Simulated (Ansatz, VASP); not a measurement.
## NbAl4N3: VASP beside Ansatz

```
Al Nb N
1.0
    -2.89492    2.89492    2.89492
     2.89492   -2.89492    2.89492
     2.89492    2.89492   -2.89492
Al Nb N
4 1 3
Cartesian
  1.4475 1.4475 1.4475
  1.4475 1.4475 -1.4475
  1.4475 -1.4475 1.4475
  -1.4475 1.4475 1.4475
  0.0000 0.0000 0.0000
  2.8949 0.0000 0.0000
  0.0000 2.8949 0.0000
  0.0000 0.0000 2.8949
```

Alike in both runs: functional PBE; k mesh 10 × 10 × 10; occupations gaussian, width 0.1 eV; no spin polarisation.

Ansatz relaxed the structure, and its values are those at the end. VASP's run is a single point on that final structure, the one shown.

|  | VASP | Ansatz |
| --- | --- | --- |
| version | VASP 6.6.1 | Ansatz 0.2.0 |
| potentials or method | VASP PAW PBE potentials, release 64 (Al, Nb_sv, N), cutoff 520 eV | scalar-relativistic, plane waves, PAW |
| valence electrons in the cell | 40 | 40 |

```csv
,VASP,Ansatz,Ansatz less VASP
gap on the k mesh at the Fermi level (eV),none,none,-
pressure (GPa),-0.1,0.0,+0.12
```

A gap of «none» marks a metal or a gap that the smearing closes.
